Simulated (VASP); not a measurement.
A run of VASP 6.6.1:

Contents of INCAR:

```
PREC = Accurate ; ENCUT = 520
EDIFF = 1E-6 ; ISMEAR = -1
SIGMA = 0.08 ; LREAL = F
LASPH = T ; NELM = 100
ALGO = Normal ; ISIF = 2
LWAVE = F ; LCHARG = F
NBANDS = 20
```

KPOINTS

```
regular mesh
0
Gamma
  13 13 13
```

The input POSCAR:

```
WS2
1.0
    1.5947903881      0.9207526599      6.1633300000
   -1.5947903881      0.9207526599      6.1633300000
    0.0000000000     -1.8415053197      6.1633300000
W S
1 2
Direct
    0.0000000000      0.0000000000      0.0000000000
    0.7503000000      0.7503000000      0.7503000000
    0.5810000000      0.5810000000      0.5810000000
```

Potentials or basis: VASP PAW LDA potentials, release 64 (W_sv, S).

Run with:

```bash
$ cat potpaw_LDA.64/W_sv/POTCAR potpaw_LDA.64/S/POTCAR > POTCAR
$ mpirun -np 1 vasp_std > vasp.out
```

Hardware: 1 thread of Intel Xeon 8259CL, with other jobs on the host.

Problem. Estimate the wall time of this run.

Solution. Run time: 22 min on 1 thread of Intel Xeon 8259CL (shared host), peak memory 0.39 GiB. Counts: scf iterations 13, k points 231.
